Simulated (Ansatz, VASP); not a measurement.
## Au: VASP beside Ansatz

```
Au
1.0
     0.00000    2.11509    2.11509
     2.11509    0.00000    2.11509
     2.11509    2.11509    0.00000
Au
1
Direct
  0.00000 0.00000 0.00000
```

Alike in both runs: task single point; functional r2SCAN; k mesh 22 × 22 × 22; occupations fermi-dirac, width 0.1 eV; no spin polarisation.

|  | VASP | Ansatz |
| --- | --- | --- |
| version | VASP 6.6.1 | Ansatz 0.2.0 |
| potentials or method | VASP PAW PBE potentials, release 64 (Au), cutoff 520 eV | plane waves (500 eV) with PAW, scalar-relativistic |
| valence electrons in the cell | 11 | 19 |

Ansatz gave:

| Item | Value |
| --- | --- |
| pressure (GPa) | -9.3 |

Which values does VASP return?

Pressure (GPa): -9.2.

VASP's potentials were made for PBE, not for r2SCAN. VASP's potentials hold 11 valence electrons a cell and Ansatz's 19, so a difference there can come from the potentials and not from the codes.

Neither program's run includes spin-orbit coupling.
